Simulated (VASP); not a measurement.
Write the native input for VASP 6.6.1 that does the following.

* Task: single point
* Functional: PBE
* Potentials or basis: VASP PAW PBE potentials, release 64 (Na_pv, Cl)
* Cutoff: 500 eV
* k mesh: 8 × 8 × 8
* Occupations: gaussian, width 0.05 eV
* Spin: no spin polarisation
* Dipole correction: no
* Further INCAR settings: ALGO = Normal; EDIFF = 1e-06; NBANDS = 14

The structure of NaCl lies in POSCAR:

```
NaCl
1.0
    3.0784967398      0.0000000000      0.0000000000
    0.0000000000      3.0784967398      0.0000000000
    0.0000000000      0.0000000000      3.0784967398
Na Cl
1 1
Direct
    0.0000000000      0.0000000000      0.0000000000
    0.5000000000      0.5000000000      0.5000000000
```

The input as run:

INCAR

```
SYSTEM = NaCl
PREC = Accurate
ENCUT = 500
EDIFF = 1E-6
ISMEAR = 0
SIGMA = 0.05
LREAL = .FALSE.
LASPH = .TRUE.
NELM = 120
ALGO = Normal
ISIF = 2
LWAVE = .FALSE.
LCHARG = .TRUE.
GGA = PE
LELF = .TRUE.
LVHAR = .TRUE.
NBANDS = 14
GGA_COMPAT = .FALSE.
```

KPOINTS

```
regular mesh
0
G
  8 8 8
  0 0 0
```

Potentials or basis: VASP PAW PBE potentials, release 64 (Na_pv, Cl).

Command:

```bash
$ cat potpaw_PBE.64/Na_pv/POTCAR potpaw_PBE.64/Cl/POTCAR > POTCAR
$ mpirun -np 1 vasp_std > vasp.out
```

Results of the run:

```yaml
Pressure: 24.9 GPa
Band_gap_on_the_k_mesh: 5.11 eV
```

Caveat: the cell stands under pressure.

Run time: 6.7 s on 1 thread of Intel Xeon 8259CL, with other jobs on the host, peak memory 0.13 GiB.
